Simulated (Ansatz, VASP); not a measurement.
This is a calculation of MgI2 for VASP 6.6.1.

File INCAR:

```
ALGO     = Normal         # electronic algorithm
EDIFF    = 1E-6           # SCF threshold, eV
ENCUT    = 520            # plane-wave cutoff, eV
ISIF     = 2              # what is computed and relaxed
ISMEAR   = -1             # smearing method
LASPH    = T              # aspherical terms in the spheres
LCHARG   = F              # write CHGCAR
LREAL    = F              # projectors in reciprocal space
LWAVE    = F              # write WAVECAR
NBANDS   = 15             # bands
NELM     = 80             # most SCF steps
PREC     = Accurate       # precision mode
SIGMA    = 0.05           # smearing width, eV
```

File KPOINTS:

```
k-points
0
Gamma
  8 8 4
```

POSCAR

```
MgI2
1.0
    4.1122139279      0.0000000000      0.0000000000
   -2.0561069639      3.5612817274      0.0000000000
    0.0000000000      0.0000000000      6.8338241120
I Mg
2 1
Direct
    0.6666666667      0.3333333333      0.7500000000
    0.3333333333      0.6666666667      0.2500000000
    0.0000000000      0.0000000000      0.0000000000
```

Potentials or basis: VASP PAW LDA potentials, release 64 (I, Mg).

Command:

```sh
$ cat potpaw_LDA.64/I/POTCAR potpaw_LDA.64/Mg/POTCAR > POTCAR
$ mpirun -np 1 vasp_std > vasp.out
```

Problem. Translate it to Ansatz 0.2.0. Potentials there: all-electron LAPW, scalar-relativistic.

Solution. As run (the cutoff follows the program's own potentials):

Contents of input.yaml:

```yaml
crystal:
  lattice:
    - [4.1122139279, 0.0, 0.0]
    - [-2.0561069639, 3.5612817274, 0.0]
    - [0.0, 0.0, 6.833824112]
  atoms:
    - { symbol: I, position: [0.6666666667, 0.3333333333, 0.75] }
    - { symbol: I, position: [0.3333333333, 0.6666666667, 0.25] }
    - { symbol: Mg, position: [0.0, 0.0, 0.0] }
kpoints:
  mp_grid: { grid: [8, 8, 4] }
scf:
  occupations: { method: fermi_dirac, width: 0.05 }
hamiltonian:
  xc: lda
  pseudopotentials: { kind: all_electron, lapw: { basis_error: 0.002 } }
output:
  forces: true
  stress: true
  eigenvalues: true
```

Potentials or basis: all-electron LAPW, scalar-relativistic.

Run with:

```bash
$ ansatz run input.yaml --threads 2 --pin off --max-ram 8192MiB --backend cpu --events-out ev --progress --plain --runs-dir out
```

Both were run:

|  | VASP | Ansatz | Ansatz less VASP |
| --- | --- | --- | --- |
| gap on the k mesh at the Fermi level (eV) | 3.34 | 3.35 | +0.014 |
| least direct gap on the mesh (eV) | 3.46 | 3.45 | -0.011 |
| pressure (GPa) | -1.6 | -1.4 | +0.13 |
| traceless stress, the component that is largest in VASP (GPa) | -0.38 | -0.39 | -0.016 |
| rms of the force components (eV/Å) | 0.143 | 0.137 | -0.0063 |

LDA's correlation is that of Perdew and Zunger in VASP and of Perdew and Wang (1992) in Ansatz. Atom by atom the forces differ by 0.006 eV/Å (rms over components). Ansatz ran all-electron here, and VASP with PAW potentials.

Neither program's run includes spin-orbit coupling.
